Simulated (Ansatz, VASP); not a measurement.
## Pt: VASP beside Ansatz

```xyz
1
Lattice="0.0000 2.2409 1.6455 2.2409 0.0000 1.6455 2.2409 2.2409 0.0000" Properties=species:S:1:pos:R:3 pbc="T T T"
Pt    0.0000    0.0000    0.0000
```

Alike in both runs: task single point; functional LDA; k mesh 22 × 22 × 22; occupations gaussian, width 0.15 eV; no spin polarisation.

|  | VASP | Ansatz |
| --- | --- | --- |
| version | VASP 6.6.1 | Ansatz 0.2.0 |
| potentials or method | VASP PAW LDA potentials, release 64 (Pt), cutoff 520 eV | scalar-relativistic, plane waves, PAW |
| valence electrons in the cell | 10 | 18 |

```tsv
	VASP	Ansatz	Ansatz less VASP
gap on the k mesh at the Fermi level (eV)	none	none	-
pressure (GPa)	-22.5	-23.0	-0.52
traceless stress, the component that is largest in VASP (GPa)	1.94	1.95	+0.016
```

Ansatz warns that its potentials were made for another functional, while VASP's fit it. LDA's correlation is that of Perdew and Zunger in VASP and of Perdew and Wang (1992) in Ansatz. A gap of «none» marks a metal or a gap that the smearing closes. VASP's potentials hold 10 valence electrons a cell and Ansatz's 18, so a difference there can come from the potentials and not from the codes.

Neither program's run includes spin-orbit coupling.
